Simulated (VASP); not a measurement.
Set up this calculation in VASP 6.6.1, as the native input.

| Item | Value |
| --- | --- |
| Task | single point |
| Functional | PBEsol |
| Potentials or basis | VASP PAW PBE potentials, release 64 (Ga_d) |
| Cutoff | 520 eV |
| k mesh | 11 × 11 × 11 |
| Occupations | fermi-dirac, width 0.1 eV |
| Spin | no spin polarisation |
| Dipole correction | no |
| Further INCAR settings | ALGO = Normal; EDIFF = 1e-06; NBANDS = 20 |

The structure of Ga lies in POSCAR:

```
Ga
1.0
    0.0000000000      2.7998281580      2.7998281580
    2.7998281580      0.0000000000      2.7998281580
    2.7998281580      2.7998281580      0.0000000000
Ga
2
Direct
    0.1250000000      0.1250000000      0.1250000000
    0.8750000000      0.8750000000      0.8750000000
```

This cell differs from its parent crystal: volume scaled by 0.92.

These files were run (other wordings do the same):

INCAR

```
PREC = Accurate ; ENCUT = 520
EDIFF = 1E-6 ; ISMEAR = -1
SIGMA = 0.1 ; LREAL = F
LASPH = T ; NELM = 60
ALGO = Normal ; ISIF = 2
LWAVE = F ; LCHARG = T
GGA = PS ; LELF = T
LVHAR = T ; NBANDS = 20
```

KPOINTS

```
Automatic mesh
0
Gamma
  11 11 11
```

Potentials or basis: VASP PAW PBE potentials, release 64 (Ga_d).

Command:

```console
$ cat potpaw_PBE.64/Ga_d/POTCAR > POTCAR
$ mpirun -np 1 vasp_std > vasp.out
```

It gave:

```
Pressure               : 4.5 GPa
Band gap on the k mesh : zero (band 13 reaches 6.59 eV, above the bottom of band 14 at 2.10 eV)
```

Caveat: the PAW data sets were made with another functional, which shifts forces and pressure a little.

It took 18 s on 1 thread of Intel(R) Xeon(R) 6975P-C (Granite Rapids) (shared host), peak memory 0.18 GiB.
